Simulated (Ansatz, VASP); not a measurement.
**Two plane-wave programs on RbBr**

```
Rb Br
1.0
     4.22200   -0.11150   -0.11150
    -0.11150    4.22200   -0.11150
    -0.11150   -0.11150    4.22200
Rb Br
1 1
Cartesian
  0.0000 0.0000 0.0000
  1.9995 1.9995 1.9995
```

Change from the starting cell: epitaxial_111 strain +5.0%.

Alike in both runs: task single point; functional HSE06; k mesh 4 × 4 × 4; no spin polarisation.

|  | VASP | Ansatz |
| --- | --- | --- |
| version | VASP 6.6.1 | Ansatz 0.2.0 |
| potentials or method | VASP PAW PBE potentials, release 64 (Rb_sv, Br) | plane waves, PAW |
| plane-wave cutoff (eV) | 520 | 420 |
| occupations | gaussian, width 0.01 eV | fixed |
| valence electrons in the cell | 16 | 16 |

```tsv
	VASP	Ansatz	Ansatz less VASP
gap on the k mesh at the Fermi level (eV)	5.04	5.04	-0.001
pressure (GPa)	-0.3	-0.3	0.00
traceless stress, the component that is largest in VASP (GPa)	0.33	0.33	-0.003
```

Ansatz's warnings: stress exchange threshold loose, stress scf threshold loose.
